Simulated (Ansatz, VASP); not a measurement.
# One calculation of MgGe2, two programs

INCAR

```
SYSTEM = MgGe2
ALGO = Normal
EDIFF = 1E-6
ENCUT = 520
GGA = PS
ISIF = 2
ISMEAR = -1
LASPH = .True.
LCHARG = .False.
LREAL = .False.
LWAVE = .False.
NBANDS = 39
NELM = 60
PREC = Accurate
SIGMA = 0.05
```

Contents of KPOINTS:

```
k-points
0
Gamma
  8 8 5
  0 0 0
```

The input POSCAR:

```
MgGe2
1.0
    5.4468611901     -1.8248450163      0.0000000000
    5.4468611901      1.8248450163      0.0000000000
   -3.1741382503      0.0000000000      5.9265779115
Ge Mg
4 2
Direct
    0.5292340000      0.5292340000      0.2936210000
    0.4707660000      0.4707660000      0.7063790000
    0.8803900000      0.8803900000      0.9854400000
    0.1196100000      0.1196100000      0.0145600000
    0.8152860000      0.8152860000      0.3492530000
    0.1847140000      0.1847140000      0.6507470000
```

The input input.yaml:

```yaml
crystal:
  lattice:
    - [5.4468611901, -1.8248450163, 0.0]
    - [5.4468611901, 1.8248450163, 0.0]
    - [-3.1741382503, 0.0, 5.9265779115]
  atoms:
    - { symbol: Ge, position: [0.529234, 0.529234, 0.293621] }
    - { symbol: Ge, position: [0.470766, 0.470766, 0.706379] }
    - { symbol: Ge, position: [0.88039, 0.88039, 0.98544] }
    - { symbol: Ge, position: [0.11961, 0.11961, 0.01456] }
    - { symbol: Mg, position: [0.815286, 0.815286, 0.349253] }
    - { symbol: Mg, position: [0.184714, 0.184714, 0.650747] }
hamiltonian:
  xc: pbesol
  pseudopotentials: { kind: paw }
kpoints:
  mp_grid: { grid: [8, 8, 5] }
scf:
  occupations: { method: fermi_dirac, width: 0.05 }
output:
  forces: true
  stress: true
  eigenvalues: true
```

Alike in both runs: task single point; functional PBEsol; k mesh 8 × 8 × 5; occupations fermi-dirac, width 0.05 eV; no spin polarisation.

```csv
,VASP,Ansatz
version,VASP 6.6.1,Ansatz 0.2.0
potentials or method,"VASP PAW PBE potentials, release 64 (Ge_d, Mg)",Ansatz PAW
plane-wave cutoff (eV),520,420
valence electrons in the cell,60,76
```

```tsv
	VASP	Ansatz	Ansatz less VASP
gap on the k mesh at the Fermi level (eV)	none	none	-
pressure (GPa)	-0.6	-0.5	+0.08
traceless stress, the component that is largest in VASP (GPa)	0.52	0.51	-0.002
rms of the force components (eV/Å)	0.053	0.052	-0.0012
```

VASP's potentials were made for PBE, not for PBEsol. Atom by atom the forces differ by 0.005 eV/Å (rms over components). A gap of «none» marks a metal or a gap that the smearing closes. VASP's potentials hold 60 valence electrons a cell and Ansatz's 76, so a difference there can come from the potentials and not from the codes.
